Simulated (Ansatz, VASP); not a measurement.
CuI: VASP beside Ansatz

File INCAR:

```
SYSTEM = CuI
ALGO = Normal
EDIFF = 1E-6
ENCUT = 520
GGA = PE
ISIF = 2
ISMEAR = 0
LASPH = .TRUE.
LCHARG = .TRUE.
LELF = .TRUE.
LREAL = .FALSE.
LVHAR = .TRUE.
LWAVE = .FALSE.
NBANDS = 66
NELM = 100
PREC = Accurate
SIGMA = 0.1
```

The input KPOINTS:

```
k-points
0
G
  2 2 2
  0 0 0
```

The input POSCAR:

```
CuI
1.0
    7.5145652000      0.0000000000      0.0000000000
    0.0000000000      7.5145652000      0.0000000000
    0.0000000000      0.0000000000      7.5145652000
Cu I
6 6
Direct
    0.7500000000      0.5000000000      0.0000000000
    0.5000000000      0.0000000000      0.7500000000
    0.0000000000      0.7500000000      0.5000000000
    0.0000000000      0.2500000000      0.5000000000
    0.2500000000      0.5000000000      0.0000000000
    0.5000000000      0.0000000000      0.2500000000
    0.5000000000      0.7500000000      0.0000000000
    0.7500000000      0.0000000000      0.5000000000
    0.0000000000      0.5000000000      0.7500000000
    0.2500000000      0.0000000000      0.5000000000
    0.0000000000      0.5000000000      0.2500000000
    0.5000000000      0.2500000000      0.0000000000
```

Input for Ansatz:

```yaml
crystal:
  lattice:
    - [7.5145652, 0.0, 0.0]
    - [0.0, 7.5145652, 0.0]
    - [0.0, 0.0, 7.5145652]
  atoms:
    - { symbol: Cu, position: [0.75, 0.5, 0.0] }
    - { symbol: Cu, position: [0.5, 0.0, 0.75] }
    - { symbol: Cu, position: [0.0, 0.75, 0.5] }
    - { symbol: Cu, position: [0.0, 0.25, 0.5] }
    - { symbol: Cu, position: [0.25, 0.5, 0.0] }
    - { symbol: Cu, position: [0.5, 0.0, 0.25] }
    - { symbol: I, position: [0.5, 0.75, 0.0] }
    - { symbol: I, position: [0.75, 0.0, 0.5] }
    - { symbol: I, position: [0.0, 0.5, 0.75] }
    - { symbol: I, position: [0.25, 0.0, 0.5] }
    - { symbol: I, position: [0.0, 0.5, 0.25] }
    - { symbol: I, position: [0.5, 0.25, 0.0] }
basis:
  ecutwfc: 420
kpoints:
  mp_grid: { grid: [2, 2, 2] }
hamiltonian:
  xc: pbe
scf:
  occupations: { method: gaussian, width: 0.1 }
  lower_state_search: "off"
output:
  forces: true
  stress: true
  eigenvalues: true
```

Alike in both runs: task single point; functional PBE; k mesh 2 × 2 × 2; occupations gaussian, width 0.1 eV; no spin polarisation.

|  | VASP | Ansatz |
| --- | --- | --- |
| version | VASP 6.6.1 | Ansatz 0.2.0 |
| potentials or method | VASP PAW PBE potentials, release 64 (Cu, I), cutoff 520 eV | scalar-relativistic, plane waves, PAW |
| valence electrons in the cell | 108 | 216 |

Ansatz gave:

| Item | Value |
| --- | --- |
| gap on the k mesh at the Fermi level (eV) | 1.20 |
| least direct gap on the mesh (eV) | 1.20 |
| pressure (GPa) | 0.1 |

**Question.** Which values does VASP return?

**Answer.** gap on the k mesh at the Fermi level (eV): 1.21; least direct gap on the mesh (eV): 1.21; pressure (GPa): 0.1.

VASP's potentials hold 108 valence electrons a cell and Ansatz's 216, so a difference there can come from the potentials and not from the codes.

Spin-orbit coupling is off throughout.
